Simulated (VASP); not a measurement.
Wanted: the native input for a VASP 6.6.1 run.

| Property | Result |
| --- | --- |
| Task | single point |
| Functional | PBE |
| Potentials or basis | VASP PAW PBE potentials, release 64 (Be, Cd, O) |
| Cutoff | 520 eV |
| k mesh | 6 × 6 × 4 |
| Occupations | gaussian, width 0.1 eV |
| Spin | no spin polarisation |
| Dipole correction | no |
| Further INCAR settings | ALGO = Normal; EDIFF = 1e-06; NBANDS = 36 |

The structure of BeCdO2 lies in POSCAR:

```
BeCdO2
1.0
    4.1403278465      0.0000000000      0.0000000000
    0.0000000000      4.1403278465      0.0000000000
    0.0000000000      0.0000000000      5.1968100967
Be Cd O
2 2 4
Direct
    0.0000000000      0.5000000000      0.4406103506
    0.5000000000      0.0000000000      0.5593896494
    0.0000000000      0.0000000000      0.0000000000
    0.5000000000      0.5000000000      0.0000000000
    0.5000000000      0.0000000000      0.8609257179
    0.0000000000      0.5000000000      0.1390742821
    0.0000000000      0.0000000000      0.5000000000
    0.5000000000      0.5000000000      0.5000000000
```

The input as run:

INCAR

```
ALGO     = Normal         # electronic algorithm
EDIFF    = 1E-6           # SCF threshold, eV
ENCUT    = 520            # plane-wave cutoff, eV
GGA      = PE             # functional
ISIF     = 2              # what is computed and relaxed
ISMEAR   = 0              # smearing method
LASPH    = T              # aspherical terms in the spheres
LCHARG   = F              # write CHGCAR
LREAL    = F              # projectors in reciprocal space
LWAVE    = F              # write WAVECAR
NBANDS   = 36             # bands
NELM     = 100            # most SCF steps
PREC     = Accurate       # precision mode
SIGMA    = 0.1            # smearing width, eV
```

KPOINTS

```
k-points
0
Gamma
  6 6 4
```

Potentials or basis: VASP PAW PBE potentials, release 64 (Be, Cd, O).

Run with:

```sh
$ cat potpaw_PBE.64/Be/POTCAR potpaw_PBE.64/Cd/POTCAR potpaw_PBE.64/O/POTCAR > POTCAR
$ mpirun -np 1 vasp_std > vasp.out
```

Results of the run:

```json
{
  "Pressure": "1.4 GPa",
  "Largest force": "0.114 eV/Å",
  "Band gap on the k mesh": "0.71 eV (least direct gap 1.22 eV)"
}
```

Run time: 89 s on 1 thread of AMD EPYC 9R45 (Zen 5) (shared host), peak memory 0.2 GiB.
